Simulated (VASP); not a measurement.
# BN (P6_3/mmc) in VASP: notebook, part 2 of 2

VASP 6.6.1. Earlier steps stand in the parts before.

## 3. Single point, LDA

This run uses another cell than the first one, of 8.71 Å³/atom, 0.972 times its volume.

Input file INCAR:

```
SYSTEM = BN
ALGO = Normal
EDIFF = 1E-7
ENCUT = 520
GGA = CA
ISIF = 2
ISMEAR = 0
LASPH = .TRUE.
LCHARG = .FALSE.
LREAL = .FALSE.
LWAVE = .FALSE.
NBANDS = 16
NELM = 100
PREC = Accurate
SIGMA = 0.02
```

Input file KPOINTS:

```
k-points
0
G
  12 12 4
  0 0 0
```

Input file POSCAR:

```
BN
1.0
    2.4889448548      0.0000000000      0.0000000000
   -1.2444724274      2.1554894729      0.0000000000
    0.0000000000      0.0000000000      6.4953789008
B N
2 2
Direct
    0.3333333333      0.6666666667      0.2500000000
    0.6666666667      0.3333333333      0.7500000000
    0.3333333333      0.6666666667      0.7500000000
    0.6666666667      0.3333333333      0.2500000000
```

Potentials or basis: VASP PAW LDA potentials, release 64 (B, N).

Started as:

```sh
> cat potpaw_LDA.64/B/POTCAR potpaw_LDA.64/N/POTCAR > POTCAR
> mpirun -np 1 vasp_std > vasp.out
```

OUTCAR:

```text
SYSTEM = BN
   EDIFF = 1E-7
   ENCUT = 520
   GGA = CA
   ISIF = 2
   ISMEAR = 0
   LASPH = .TRUE.
   LREAL = .FALSE.
   NELM = 100
   PREC = Accurate

 ion  position               nearest neighbor table
   1  0.333  0.667  0.250-   4 1.44   4 1.44   4 1.44
   2  0.667  0.333  0.750-   3 1.44   3 1.44   3 1.44
   3  0.333  0.667  0.750-   2 1.44   2 1.44   2 1.44
   4  0.667  0.333  0.250-   1 1.44   1 1.44   1 1.44

  LATTYP: Found a hexagonal cell.
 ALAT       =     2.4889448548
 C/A-ratio  =     2.6096917689

  Lattice vectors:

 A1 = (   2.4889448548,   0.0000000000,   0.0000000000)
 A2 = (  -1.2444724274,   2.1554894729,   0.0000000000)
 A3 = (   0.0000000000,   0.0000000000,   6.4953789008)

Analysis of symmetry for initial positions (statically):
=====================================================================
 Subroutine PRICEL returns:
 Original cell was already a primitive cell.

 Routine SETGRP: Setting up the symmetry group for a
 hexagonal supercell.

 Subroutine GETGRP returns: Found 24 space group operations
 (whereof 12 operations were pure point group operations)
 out of a pool of 24 trial point group operations.

The static configuration has the point symmetry D_3d.
 The point group associated with its full space group is D_6h.

Analysis of symmetry for dynamics (positions and initial velocities):
=====================================================================
 Subroutine PRICEL returns:
 Original cell was already a primitive cell.

 Routine SETGRP: Setting up the symmetry group for a
 hexagonal supercell.

 Subroutine GETGRP returns: Found 24 space group operations
 (whereof 12 operations were pure point group operations)
 out of a pool of 24 trial point group operations.

The dynamic configuration has the point symmetry D_3d.
 The point group associated with its full space group is D_6h.

 Subroutine INISYM returns: Found 24 space group operations
 (whereof 12 operations are pure point group operations),
 and found     1 'primitive' translations

[... 115 lines left out ...]
   IALGO  =     38    algorithm
   IMIX   =      4    mixing-type and parameters
     AMIX     =   0.40;   BMIX     =  1.00
     AMIX_MAG =   1.60;   BMIX_MAG =  1.00
  volume/ion in A,a.u.               =       8.71        58.79
  Fermi-wavevector in a.u.,A,eV,Ry     =   1.262970  2.386667 21.702551  1.595092
  Thomas-Fermi vector in A             =   2.396351
   LORBIT       =      0    0 simple, 1 ext, 2 COOP (PROOUT), +10 PAW based schemes
   GGA     = CA    functional components
   LHFCALC =     F    Hartree Fock is set to
   AEXX    =    0.0000 exact exchange contribution
   IVDW    =     0    specifies the selected vdW correction
   LEPSILON=     F    determine dielectric tensor
   LRPA    =     F    only Hartree local field effects (RPA)
 non-spin polarized calculation
 Gauss-broadening in eV      SIGMA  =   0.02
  energy-cutoff  :      520.00
  volume of cell :       34.85
 maximum number of plane-waves:       961
 NGX is ok and might be reduce to    20
   NGX =  9   NGY =  9   NGZ = 25

 number of electron      16.0000002 magnetization

 Free energy of the ion-electron system (eV)
  ---------------------------------------------------
  ext. energy  EPLUGINS =         0.00000000
  ---------------------------------------------------
  free energy    TOTEN  =       -38.58047554 eV

  energy without entropy =      -38.58047554  energy(sigma->0) =      -38.58047554

 E-fermi :   2.5958     XC(G=0): -10.6969

 val. band max:        2.4290420912   @ k =   0.3333   0.2500   0.0000
 cond. band min:       6.4815098537   @ k =   0.5000  -0.0000   0.0000
 fundamental gap:      4.0524677625
 Fermi energy:         2.5957836928

 k-point     1 :       0.0000    0.0000    0.0000
  band No.  band energies     occupation
      1     -15.3121      2.00000
      2     -14.9429      2.00000
      3      -4.1124      2.00000
      4      -1.6691      2.00000
      5       1.0893      2.00000
      6       1.0893      2.00000
[... 433 lines left out ...]
      3      -4.4744      2.00000
      4      -4.4008      2.00000
      5      -1.2039      2.00000
      6      -1.1507      2.00000
[... 8 lines left out ...]
     15      19.2320      0.00000
     16      21.0849      0.00000

 [... further k-points ...]
[... 5 lines left out ...]
  --------------------------------------------------------------------------------------
  -------------------------------------------------------------------------------------
  Total        0.1680739      0.1680739     -0.0395419      0.0000000      0.0000000      0.0000000
  in kB        7.7276090      7.7276090     -1.8180360      0.0000000      0.0000000      0.0000000
  external PRESSURE =       4.5457274 kB  Pullay stress =       0.0000000 kB

 VOLUME and BASIS-vectors are now :
 -----------------------------------------------------------------------------
  energy-cutoff  :      520.00
  volume of cell :       34.85
      direct lattice vectors                 reciprocal lattice vectors
     2.488944855  0.000000000  0.000000000     0.401776680  0.231965874  0.000000000
    -1.244472427  2.155489473  0.000000000     0.000000000  0.463931748  0.000000000
     0.000000000  0.000000000  6.495378901     0.000000000  0.000000000  0.153955607

 POSITION                                       TOTAL-FORCE (eV/Angst)
 -----------------------------------------------------------------------------------
     -0.00000      1.43699      1.62384         0.000000      0.000000      0.000000
      1.24447      0.71850      4.87153         0.000000      0.000000      0.000000
     -0.00000      1.43699      4.87153        -0.000000      0.000000      0.000000
      1.24447      0.71850      1.62384         0.000000     -0.000000      0.000000
 -----------------------------------------------------------------------------------
    total drift:                               -0.000000      0.000000      0.000000

  FREE ENERGIE OF THE ION-ELECTRON SYSTEM (eV)
  ---------------------------------------------------
  free  energy   TOTEN  =       -38.5804755420 eV

  energy  without entropy=      -38.5804755420  energy(sigma->0) =      -38.58047554
```

It took 28 s on 1 thread of Intel Xeon Platinum 8488C (Sapphire Rapids), shared host; peak memory 0.14 GiB.

What came out:

```
Free energy            : -38.5805 eV
Pressure               : 0.5 GPa
Band gap on the k mesh : 4.05 eV, indirect (least direct gap 4.47 eV)
```

Stress tensor (GPa, compression positive):
```
 0.77  0.00  0.00
 0.00  0.77  0.00
 0.00  0.00 -0.18
```

## 4. Single point, LDA

This run uses another cell than the first one, of 8.70 Å³/atom, 0.971 times its volume.

Input file INCAR:

```
ALGO     = Normal         # electronic algorithm
EDIFF    = 1E-7           # SCF threshold, eV
ENCUT    = 520            # plane-wave cutoff, eV
GGA      = CA             # functional
ISIF     = 2              # what is computed and relaxed
ISMEAR   = 0              # smearing method
LASPH    = True           # aspherical terms in the spheres
LCHARG   = True           # write CHGCAR
LELF     = True           # ELF
LREAL    = False          # projectors in reciprocal space
LVHAR    = True         
LWAVE    = False          # write WAVECAR
NBANDS   = 16             # bands
NELM     = 60             # most SCF steps
PREC     = Accurate       # precision mode
SIGMA    = 0.01           # smearing width, eV
```

Input file KPOINTS:

```
k-points
0
Gamma
  12 12 4
```

Input file POSCAR:

```
BN
1.0
    2.4889465019      0.0000000000      0.0000000000
   -1.2444732510      2.1554908993      0.0000000000
    0.0000000000      0.0000000000      6.4901593582
B N
2 2
Direct
    0.3333333333      0.6666666667      0.2500000000
    0.6666666667      0.3333333333      0.7500000000
    0.3333333333      0.6666666667      0.7500000000
    0.6666666667      0.3333333333      0.2500000000
```

Started as:

```sh
> cat potpaw_LDA.64/B/POTCAR potpaw_LDA.64/N/POTCAR > POTCAR
> mpirun -np 1 vasp_std > vasp.out
```

It took 35 s on 1 thread of Intel Xeon Platinum 8488C (Sapphire Rapids), shared host; peak memory 0.14 GiB.

The run converged. Its results:

- Free energy: -38.5805 eV
- Pressure: 0.5 GPa
- Band gap on the k mesh: 4.05 eV, indirect (least direct gap 4.47 eV)

Stress tensor (GPa, compression positive):
```
 0.77  0.00  0.00
 0.00  0.77  0.00
 0.00  0.00 -0.16
```

Levels at points of the mesh, in eV from the valence-band top:
| k point | band 5 | band 6 | band 7 | band 8 | band 9 | band 10 | band 11 | band 12 |
| --- | --- | --- | --- | --- | --- | --- | --- | --- |
| (0.00, 0.00, 0.00) | -1.34 | -1.34 | -1.29 | -1.29 | 5.08 | 10.36 | 11.55 | 11.55 |
| (0.50, 0.00, 0.00) | -4.21 | -4.13 | -1.59 | -0.42 | 4.05 | 5.65 | 9.64 | 10.10 |
| (0.00, 0.00, 0.50) | -1.32 | -1.32 | -1.32 | -1.32 | 7.65 | 7.65 | 11.62 | 11.62 |
| (0.50, 0.00, 0.50) | -4.17 | -4.17 | -0.98 | -0.98 | 4.57 | 4.57 | 10.09 | 10.09 |

A k mesh can miss the band edges. As with any semilocal functional, this LDA gap is likely too small.

## 5. Summary

```tsv
cell	k mesh	smearing	gap on the mesh (eV)	pressure (GPa)
a = 2.498, b = 2.498, c = 6.636 Å, angles 90.0, 90.0, 120.0°, 4 atoms	9 × 9 × 4	gaussian 0.1 eV	4.21	-2.5
a = 2.489, b = 2.489, c = 6.495 Å, angles 90.0, 90.0, 120.0°, 4 atoms	12 × 12 × 4	gaussian 0.02 eV	4.05	0.5
a = 2.489, b = 2.489, c = 6.490 Å, angles 90.0, 90.0, 120.0°, 4 atoms	12 × 12 × 4	gaussian 0.01 eV	4.05	0.5
```

Alike in all rows: task single point; level LDA; potentials or basis VASP PAW LDA potentials, release 64 (B, N); no spin polarisation; cutoff (eV) 520.

Absolute energies hang on the potentials; compare differences alone.
